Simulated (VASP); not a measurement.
# MnSe (P4/nmm) in VASP: single point with LDA

Aim: the single point of MnSe with LDA.

All numbers are computed with VASP 6.6.1; they aren't measurements. Logs are shortened: lines on timing, memory, paths and dates and some standing lists are left out, and cuts for length are marked.

### Step 1. The cell of the first run

Symmetry: P4/nmm, No. 129, tetragonal system. The conventional cell has a = 3.613 Å, b = 3.613 Å, c = 6.246 Å, α = 90.00°, β = 90.00°, γ = 90.00°. Mn (site symmetry -4m2) has 4 Se at 2.39 Å and 4 Mn at 2.55 Å within 3.2 Å. Within 3.2 Å of Se (site symmetry 4mm) lie 4 Mn at 2.39 Å.

### Step 2. Single point, LDA, collinear spin, antiferromagnetic start

INCAR reads:

```
SYSTEM = MnSe
PREC     = Accurate       ! precision mode
ENCUT    = 520            ! plane-wave cutoff, eV
EDIFF    = 1E-6           ! SCF threshold, eV
ISMEAR   = -1             ! smearing method
SIGMA    = 0.05           ! smearing width, eV
LREAL    = .False.        ! projectors in reciprocal space
LASPH    = .True.         ! aspherical terms in the spheres
NELM     = 150            ! most SCF steps
ALGO     = Normal         ! electronic algorithm
ISIF     = 2              ! what is computed and relaxed
LWAVE    = .False.        ! write WAVECAR
LCHARG   = .False.        ! write CHGCAR
ISPIN    = 2              ! spin polarisation
MAGMOM   = 4 -4 0 0       ! initial moments
LORBIT   = 11             ! projections on sites
LMAXMIX  = 4              ! l up to which the mixer works
NBANDS   = 31             ! bands
```

KPOINTS reads:

```
Automatic mesh
0
Gamma
  7 7 5
  0 0 0
```

POSCAR reads:

```
MnSe
1.0
    3.6132890000      0.0000000000      0.0000000000
    0.0000000000      3.6132890000      0.0000000000
    0.0000000000      0.0000000000      6.2463560000
Mn Se
2 2
Direct
    0.0000000000      0.0000000000      0.0000000000
    0.5000000000      0.5000000000      0.0000000000
    0.5000000000      0.0000000000      0.7503170000
    0.0000000000      0.5000000000      0.2496830000
```

Potentials or basis: VASP PAW LDA potentials, release 64 (Mn_pv, Se).

Run with:

```bash
$ cat potpaw_LDA.64/Mn_pv/POTCAR potpaw_LDA.64/Se/POTCAR > POTCAR
$ mpirun -np 1 vasp_std > vasp.out
```

OUTCAR:

```text
SYSTEM = MnSe
   PREC = Accurate
   ENCUT = 520
   EDIFF = 1E-6
   ISMEAR = -1
   LREAL = .False.
   LASPH = .True.
   NELM = 150
   ISIF = 2
   ISPIN = 2
   LORBIT = 11

 ion  position               nearest neighbor table
   1  0.000  0.000  0.000-   3 2.39   4 2.39   4 2.39   3 2.39   2 2.55   2 2.55   2 2.55   2 2.55

   2  0.500  0.500  0.000-   3 2.39   4 2.39   3 2.39   4 2.39   1 2.55   1 2.55   1 2.55   1 2.55

   3  0.500  0.000  0.750-   1 2.39   2 2.39   2 2.39   1 2.39
   4  0.000  0.500  0.250-   1 2.39   2 2.39   1 2.39   2 2.39

  LATTYP: Found a simple tetragonal cell.
 ALAT       =     3.6132890000
 C/A-ratio  =     1.7287175202

  Lattice vectors:

 A1 = (   3.6132890000,   0.0000000000,   0.0000000000)
 A2 = (   0.0000000000,   3.6132890000,   0.0000000000)
 A3 = (   0.0000000000,   0.0000000000,   6.2463560000)

Analysis of symmetry for initial positions (statically):
=====================================================================
 Subroutine PRICEL returns:
 Original cell was already a primitive cell.

 Routine SETGRP: Setting up the symmetry group for a
 simple tetragonal supercell.

 Subroutine GETGRP returns: Found 16 space group operations
 (whereof  8 operations were pure point group operations)
 out of a pool of 16 trial point group operations.

The static configuration has the point symmetry D_2d.
 The point group associated with its full space group is D_4h.

Analysis of symmetry for dynamics (positions and initial velocities):
=====================================================================
 Subroutine PRICEL returns:
 Original cell was already a primitive cell.

 Routine SETGRP: Setting up the symmetry group for a
 simple tetragonal supercell.

 Subroutine GETGRP returns: Found 16 space group operations
 (whereof  8 operations were pure point group operations)
 out of a pool of 16 trial point group operations.

The dynamic configuration has the point symmetry D_2d.
 The point group associated with its full space group is D_4h.

Analysis of structural, dynamic, and magnetic symmetry:
=====================================================================
 Subroutine PRICEL returns:
 Original cell was already a primitive cell.

 Routine SETGRP: Setting up the symmetry group for a
 simple tetragonal supercell.

 Subroutine GETGRP returns: Found 16 space group operations
 (whereof  8 operations were pure point group operations)
 out of a pool of 16 trial point group operations.

The overall configuration has the point symmetry D_2d.
 The point group associated with its full space group is D_4h.

 Subroutine INISYM returns: Found 16 space group operations
 (whereof  8 operations are pure point group operations),
 and found     1 'primitive' translations

----------------------------------------------------------------------------------------

                                     Primitive cell

  volume of cell :      81.5515

  direct lattice vectors                    reciprocal lattice vectors
     3.613289000  0.000000000  0.000000000     0.276756163  0.000000000  0.000000000
     0.000000000  3.613289000  0.000000000     0.000000000  0.276756163  0.000000000
     0.000000000  0.000000000  6.246356000     0.000000000  0.000000000  0.160093341

  length of vectors
     3.613289000  3.613289000  6.246356000     0.276756163  0.276756163  0.160093341

  position of ions in fractional coordinates (direct lattice)
     0.000000000  0.000000000  0.000000000
     0.500000000  0.500000000  0.000000000
     0.500000000  0.000000000  0.750317000
     0.000000000  0.500000000  0.249683000

  ion indices of the primitive-cell ions
   primitive index   ion index
                 1           1
                 2           2
                 3           3
                 4           4

----------------------------------------------------------------------------------------

 KPOINTS: Automatic mesh

Automatic generation of k-mesh.
 Grid dimensions read from file:
 generate k-points for:    7    7    5

 Generating k-lattice:

  Cartesian coordinates                     Fractional coordinates (reciprocal lattice)
     0.039536595  0.000000000  0.000000000     0.142857143  0.000000000  0.000000000
     0.000000000  0.039536595  0.000000000     0.000000000  0.142857143  0.000000000
     0.000000000  0.000000000  0.032018668     0.000000000  0.000000000  0.200000000

  Length of vectors
     0.039536595  0.039536595  0.032018668

  Shift w.r.t. Gamma in fractional coordinates (k-lattice)
     0.000000000  0.000000000  0.000000000

 Subroutine IBZKPT returns following result:
 ===========================================

 Found     30 irreducible k-points:

 Following reciprocal coordinates:
            Coordinates               Weight
  0.000000  0.000000  0.000000      1.000000
  0.142857  0.000000  0.000000      4.000000
  0.285714  0.000000  0.000000      4.000000
  0.428571  0.000000  0.000000      4.000000
  0.142857  0.142857  0.000000      4.000000
  0.285714  0.142857  0.000000      8.000000
[... 16 lines left out ...]
  0.285714  0.000000  0.400000      8.000000
  0.428571  0.000000  0.400000      8.000000
 [... further k-points ...]
   k-points           NKPTS =     30   k-points in BZ     NKDIM =     30   number of bands    NBANDS=     31
   number of dos      NEDOS =    301   number of ions     NIONS =      4
   total plane-waves  NPLWV =  37632
   dimension x,y,z NGX =    28 NGY =   28 NGZ =   48
   dimension x,y,z NGXF=    56 NGYF=   56 NGZF=   96
   ions per type =               2   2
   NGX,Y,Z   is equivalent  to a cutoff of  12.88, 12.88, 12.78 a.u.
   NGXF,Y,Z  is equivalent  to a cutoff of  25.77, 25.77, 25.55 a.u.
 SYSTEM =  MnSe
   PREC   = accura    normal or accurate (medium, high low for compatibility)
   ISTART =      0    job   : 0-new  1-cont  2-samecut
   ICHARG =      2    charge: 1-file 2-atom 10-const
   ISPIN  =      2    spin polarized calculation?
   LNONCOLLINEAR =      F non collinear calculations
   LSORBIT =      F    spin-orbit coupling
   LASPH  =      T    aspherical Exc in radial PAW
   ENCUT  =  520.0 eV  38.22 Ry    6.18 a.u.   6.72  6.72 11.61*2*pi/ulx,y,z
   NELM   =    150;   NELMIN=  2; NELMDL= -5     # of ELM steps
   EDIFF  = 0.1E-05   stopping-criterion for ELM
   LREAL  =      F    real-space projection
   EDIFFG = 0.1E-04   stopping-criterion for IOM
   NSW    =      0    number of steps for IOM
   IBRION =     -1    ionic relax: 0-MD 1-quasi-New 2-CG
   NFREE  =      0    steps in history (QN), initial steepest desc. (CG)
   ISIF   =      2    stress and relaxation
   ISYM   =      2    0-nonsym 1-usesym 2-fastsym
   POTIM  = 0.5000    time-step for ionic-motion
   TEBEG  =    0.0;   TEEND  =   0.0 temperature during run
   PSTRESS=    0.0 pullay stress
   NELECT =      38.0000    total number of electrons
   NUPDOWN=      -1.0000    fix difference up-down
   EMIN   =  10.00;   EMAX   =-10.00  energy-range for DOS
   EFERMI =   0.00;   METHOD = LEGACY
   ISMEAR =    -1;   SIGMA  =   0.05  broadening in eV -4-tet -1-fermi 0-gaus
   EFERMI_NEDOS =   21; number of points for ismear=-14 and -15
   IALGO  =     38    algorithm
   IMIX   =      4    mixing-type and parameters
     AMIX     =   0.40;   BMIX     =  1.00
     AMIX_MAG =   1.60;   BMIX_MAG =  1.00
  volume/ion in A,a.u.               =      20.39       137.58
  Fermi-wavevector in a.u.,A,eV,Ry     =   1.269186  2.398414 21.916720  1.610833
  Thomas-Fermi vector in A             =   2.402241
   LORBIT       =     11    0 simple, 1 ext, 2 COOP (PROOUT), +10 PAW based schemes
   GGA     = CA    functional components
   LHFCALC =     F    Hartree Fock is set to
   AEXX    =    0.0000 exact exchange contribution
   IVDW    =     0    specifies the selected vdW correction
   LEPSILON=     F    determine dielectric tensor
   LRPA    =     F    only Hartree local field effects (RPA)
 spin polarized calculation
  energy-cutoff  :      520.00
  volume of cell :       81.55
 maximum number of plane-waves:      2218
 NGX is ok and might be reduce to    28
   NGX = 13   NGY = 13   NGZ = 23

 number of electron      37.9999951 magnetization       0.0000000

 number of electron      37.9999951 magnetization      -0.0000000

 Free energy of the ion-electron system (eV)
  ---------------------------------------------------
  ext. energy  EPLUGINS =         0.00000000
  ---------------------------------------------------
  free energy    TOTEN  =       -29.53206049 eV

  energy without entropy =      -29.48757256  energy(sigma->0) =      -29.50981653

 E-fermi :   4.6629     XC(G=0): -10.2204

 val. band max:        4.6499427154   @ k =   0.2857   0.1429   0.0000
 cond. band min:       4.6674339905   @ k =   0.0000   0.0000   0.4000
 fundamental gap:      0.0174912751
 Fermi energy:         4.6629079181

 spin component 1

 k-point     1 :       0.0000    0.0000    0.0000
  band No.  band energies     occupation
      1     -44.1364      1.00000
      2     -44.1103      1.00000
      3     -44.1103      1.00000
      4     -41.9795      1.00000
      5     -41.9078      1.00000
      6     -41.9078      1.00000
[... 805 lines left out ...]
     30      13.5334      0.00000
     31      13.8955      0.00000

 [... further k-points ...]

 spin component 2

 k-point     1 :       0.0000    0.0000    0.0000
  band No.  band energies     occupation
      1     -44.1364      1.00000
      2     -44.1103      1.00000
      3     -44.1103      1.00000
      4     -41.9795      1.00000
      5     -41.9078      1.00000
      6     -41.9078      1.00000
[... 805 lines left out ...]
     30      13.5334      0.00000
     31      13.8955      0.00000

 [... further k-points ...]

------------------------ aborting loop because EDIFF is reached ----------------------------------------

  FORCE on cell =-STRESS in cart. coord.  units (eV):
  Direction    XX          YY          ZZ          XY          YZ          ZX
  --------------------------------------------------------------------------------------
  -------------------------------------------------------------------------------------
  Total       -1.4081631     -1.4081631     -2.3630887      0.0000000      0.0000000      0.0000000
  in kB      -27.6650469    -27.6650469    -46.4257024      0.0000000      0.0000000      0.0000000
  external PRESSURE =     -33.9185987 kB  Pullay stress =       0.0000000 kB

 VOLUME and BASIS-vectors are now :
 -----------------------------------------------------------------------------
  energy-cutoff  :      520.00
  volume of cell :       81.55
      direct lattice vectors                 reciprocal lattice vectors
     3.613289000  0.000000000  0.000000000     0.276756163  0.000000000  0.000000000
     0.000000000  3.613289000  0.000000000     0.000000000  0.276756163  0.000000000
     0.000000000  0.000000000  6.246356000     0.000000000  0.000000000  0.160093341

 POSITION                                       TOTAL-FORCE (eV/Angst)
 -----------------------------------------------------------------------------------
      0.00000      0.00000      0.00000        -0.000000     -0.000000      0.000000
      1.80664      1.80664      0.00000         0.000000      0.000000      0.000000
      1.80664      0.00000      4.68675        -0.000000     -0.000000      0.466214
      0.00000      1.80664      1.55961        -0.000000      0.000000     -0.466214
 -----------------------------------------------------------------------------------
    total drift:                                0.000000      0.000000     -0.000000

  FREE ENERGIE OF THE ION-ELECTRON SYSTEM (eV)
  ---------------------------------------------------
  free  energy   TOTEN  =       -29.5320604933 eV

  energy  without entropy=      -29.4875725636  energy(sigma->0) =      -29.50981653

 total charge

# of ion       s       p       d       tot
------------------------------------------
    1        0.324   6.332   5.199  11.854
    2        0.324   6.332   5.199  11.854
    3        1.471   2.344   0.070   3.886
    4        1.471   2.344   0.070   3.886
--------------------------------------------------
tot          3.590  17.351  10.538  31.479

 magnetization (x)

# of ion       s       p       d       tot
------------------------------------------
    1        0.020   0.031   2.194   2.245
    2       -0.020  -0.031  -2.194  -2.245
    3        0.000   0.000   0.000   0.000
    4        0.000   0.000   0.000   0.000
--------------------------------------------------
tot          0.000   0.000   0.000   0.000
```

It took 3.8 min on 1 thread of Intel Xeon Platinum 8375C at 2.90GHz (Ice Lake), shared host; peak memory 0.24 GiB.

Results:

| Item | Value |
| --- | --- |
| Free energy | -29.5321 eV |
| Pressure | -3.4 GPa |
| Largest force | 0.466 eV/Å |
| Band gap on the k mesh | zero (filled and empty bands overlap) |
| Net moment | 0.00 μB per cell |
| Site moments | Mn +2.25, -2.25; Se +0.00 μB |
| Valence electrons inside the program's atomic spheres | Mn 11.85; Se 3.89 |

Forces on the atoms (eV/Å):
```
Mn   0.000  0.000  0.000
Mn   0.000  0.000  0.000
Se   0.000  0.000  0.466
Se   0.000  0.000 -0.466
```

Caveat: the cell stands under tension; semilocal functionals often make such compounds metallic where correlation or magnetic order opens a gap, which also shifts bond lengths.
